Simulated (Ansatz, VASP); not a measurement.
# In: VASP beside Ansatz

```
CELL_PARAMETERS angstrom
-1.86078 1.86078 1.86078
1.86078 -1.86078 1.86078
1.86078 1.86078 -1.86078
ATOMIC_POSITIONS crystal
In 0.00000 0.00000 0.00000
```

Alike in both runs: functional PBEsol; k mesh 15 × 15 × 15; occupations fermi-dirac, width 0.08 eV; no spin polarisation.

Ansatz relaxed the structure, and its values are those at the end. VASP's run is a single point on that final structure, the one shown.

|  | VASP | Ansatz |
| --- | --- | --- |
| version | VASP 6.6.1 | Ansatz 0.2.0 |
| potentials or method | VASP PAW PBE potentials, release 64 (In_d) | PAW with Ansatz's default frozen-core files, scalar-relativistic |
| plane-wave cutoff (eV) | 520 | 420 |
| valence electrons in the cell | 13 | 13 |

|  | VASP | Ansatz | Ansatz less VASP |
| --- | --- | --- | --- |
| pressure (GPa) | 0.0 | 0.0 | +0.04 |

VASP's potentials were made for PBE, not for PBEsol.
